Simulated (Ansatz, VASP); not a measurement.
One calculation of Ir, two programs

```xyz
1
Lattice="0.0000 1.9811 1.7874 1.9811 0.0000 1.7874 1.9811 1.9811 0.0000" Properties=species:S:1:pos:R:3 pbc="T T T"
Ir    0.0000    0.0000    0.0000
```

Alike in both runs: task single point; functional PBE; k mesh 22 × 22 × 22; occupations gaussian, width 0.15 eV; no spin polarisation.

|  | VASP | Ansatz |
| --- | --- | --- |
| version | VASP 6.6.1 | Ansatz 0.2.0 |
| potentials or method | VASP PAW PBE potentials, release 64 (Ir), cutoff 520 eV | scalar-relativistic, plane waves, PAW |
| valence electrons in the cell | 9 | 17 |

Ansatz gave:

| Quantity | Value |
| --- | --- |
| gap on the k mesh at the Fermi level (eV) | none |
| pressure (GPa) | 14.7 |
| traceless stress, the component that is largest in VASP (GPa) | 23.68 |

Problem. What did VASP give for the same quantities?

Solution. gap on the k mesh at the Fermi level (eV): none; pressure (GPa): 15.4; traceless stress, the component that is largest in VASP (GPa): 23.55.

A gap of «none» marks a metal or a gap that the smearing closes. With one functional, cell and mesh, what is left measures potentials, basis and numerics. VASP's potentials hold 9 valence electrons a cell and Ansatz's 17, so a difference there can come from the potentials and not from the codes.

Neither program's run includes spin-orbit coupling.
